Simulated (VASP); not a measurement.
Write the native input for VASP 6.6.1 that does the following.

| Quantity | Value |
| --- | --- |
| Task | single point |
| Functional | LDA |
| Potentials or basis | VASP PAW LDA potentials, release 64 (K_sv, F) |
| Cutoff | 520 eV |
| k mesh | 9 × 9 × 9 |
| Occupations | fermi-dirac, width 0.05 eV |
| Spin | no spin polarisation |
| Dipole correction | no |
| Further INCAR settings | ALGO = Normal; EDIFF = 1e-06; NBANDS = 15 |

The structure of KF lies in POSCAR:

```
KF
1.0
    0.0000000000      2.6173071446      2.6173071446
    2.6173071446      0.0000000000      2.6173071446
    2.6173071446      2.6173071446      0.0000000000
K F
1 1
Direct
    0.0000000000      0.0000000000      0.0000000000
    0.5000000000      0.5000000000      0.5000000000
```

These files were run (other wordings do the same):

INCAR

```
  PREC = Accurate
  ENCUT = 520
  EDIFF = 1E-6
  ISMEAR = -1
  SIGMA = 0.05
  LREAL = F
  LASPH = T
  NELM = 80
  ALGO = Normal
  ISIF = 2
  LWAVE = F
  LCHARG = F
  GGA = CA
  NBANDS = 15
```

KPOINTS

```
regular mesh
0
Gamma
  9 9 9
```

Potentials or basis: VASP PAW LDA potentials, release 64 (K_sv, F).

The run is started by

```bash
$ cat potpaw_LDA.64/K_sv/POTCAR potpaw_LDA.64/F/POTCAR > POTCAR
$ mpirun -np 1 vasp_std > vasp.out
```

Results of the run:

```yaml
Pressure: -1.5 GPa
Band_gap_on_the_k_mesh: 6.12 eV
```

Caveat: an odd mesh through Γ misses points on the zone boundary, where band edges can lie.

Wall time 19 s on 1 thread of Intel Xeon 8259CL (shared host), peak memory 0.15 GiB.
